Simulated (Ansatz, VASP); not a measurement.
# Two plane-wave programs on SiC

The input INCAR:

```
SYSTEM = SiC
PREC = Accurate
ENCUT = 520
EDIFF = 1E-6
ISMEAR = -1
SIGMA = 0.05
LREAL = .False.
LASPH = .True.
NELM = 100
ALGO = Normal
ISIF = 2
LWAVE = .False.
LCHARG = .False.
GGA = PS
IVDW = 12
NBANDS = 26
```

The input KPOINTS:

```
Automatic mesh
0
Gamma
  10 10 3
  0 0 0
```

POSCAR

```
SiC
1.0
    3.1161684510      0.0000000000      0.0000000000
   -1.5580842255      2.6986810411      0.0000000000
    0.0000000000      0.0000000000     10.2031701838
Si C
4 4
Direct
    0.0000000000      0.0000000000      0.1878943800
    0.0000000000      0.0000000000      0.6878943800
    0.3333333333      0.6666666667      0.4378419800
    0.6666666667      0.3333333333      0.9378419800
    0.0000000000      0.0000000000      0.0004600500
    0.0000000000      0.0000000000      0.5004600500
    0.3333333333      0.6666666667      0.2498025900
    0.6666666667      0.3333333333      0.7498025900
```

Contents of input.yaml:

```yaml
crystal:
  lattice:
    - [3.116168451, 0.0, 0.0]
    - [-1.5580842255, 2.6986810411, 0.0]
    - [0.0, 0.0, 10.2031701838]
  atoms:
    - { symbol: Si, position: [0.0, 0.0, 0.18789438] }
    - { symbol: Si, position: [0.0, 0.0, 0.68789438] }
    - { symbol: Si, position: [0.3333333333, 0.6666666667, 0.43784198] }
    - { symbol: Si, position: [0.6666666667, 0.3333333333, 0.93784198] }
    - { symbol: C, position: [0.0, 0.0, 0.00046005] }
    - { symbol: C, position: [0.0, 0.0, 0.50046005] }
    - { symbol: C, position: [0.3333333333, 0.6666666667, 0.24980259] }
    - { symbol: C, position: [0.6666666667, 0.3333333333, 0.74980259] }
hamiltonian:
  xc: pbesol
  pseudopotentials: { kind: paw }
  dispersion: d3bj
kpoints:
  mp_grid: { grid: [10, 10, 3] }
scf:
  occupations: { method: fermi_dirac, width: 0.05 }
output:
  forces: true
  stress: true
  eigenvalues: true
```

Alike in both runs: task single point; functional PBEsol; dispersion D3(BJ); k mesh 10 × 10 × 3; occupations fermi-dirac, width 0.05 eV; no spin polarisation.

|  | VASP | Ansatz |
| --- | --- | --- |
| version | VASP 6.6.1 | Ansatz 0.2.0 |
| potentials or method | VASP PAW PBE potentials, release 64 (Si, C) | Ansatz PAW |
| plane-wave cutoff (eV) | 520 | 420 |
| valence electrons in the cell | 32 | 32 |

|  | VASP | Ansatz | Ansatz less VASP |
| --- | --- | --- | --- |
| gap on the k mesh at the Fermi level (eV) | 2.10 | 2.11 | +0.007 |
| least direct gap on the mesh (eV) | 3.22 | 3.22 | +0.008 |
| pressure (GPa) | -10.9 | -11.2 | -0.33 |

VASP's potentials were made for PBE, not for PBEsol.

Noted on Ansatz's run: odd divisions of the mesh miss points on the zone boundary, where band edges often lie, so the gap on the mesh can be too wide.
